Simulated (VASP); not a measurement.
Input of a VASP 6.6.1 run:

INCAR

```
SYSTEM = MgO
PREC = Accurate
ENCUT = 520
EDIFF = 1E-6
ISMEAR = 0
SIGMA = 0.05
LREAL = .FALSE.
LASPH = .TRUE.
NELM = 100
ALGO = Normal
ISIF = 2
LWAVE = .FALSE.
LCHARG = .TRUE.
GGA = PS
LELF = .TRUE.
LVHAR = .TRUE.
NBANDS = 11
```

The input KPOINTS:

```
Automatic mesh
0
G
  10 10 10
  0 0 0
```

File POSCAR:

```
MgO
1.0
    0.0000000000      2.0549060650      2.0549060650
    2.0549060650      0.0000000000      2.0549060650
    2.0549060650      2.0549060650      0.0000000000
Mg O
1 1
Direct
    0.0126180202      0.0126180202     -0.0126180202
    0.4808312406      0.4808312406      0.5191687594
```

Potentials or basis: VASP PAW PBE potentials, release 64 (Mg, O).

Launch:

```bash
$ cat potpaw_PBE.64/Mg/POTCAR potpaw_PBE.64/O/POTCAR > POTCAR
$ mpirun -np 1 vasp_std > vasp.out
```

(1) Estimate the largest force.

(2) Estimate the band gap on the k mesh.

(3) What does it give for the pressure?

Answers

(1) 1.100 eV/Å.

(2) 5.37 eV, direct.

(3) 15.8 GPa.

Caveat: the PAW data sets were made with another functional, which shifts forces and pressure a little.
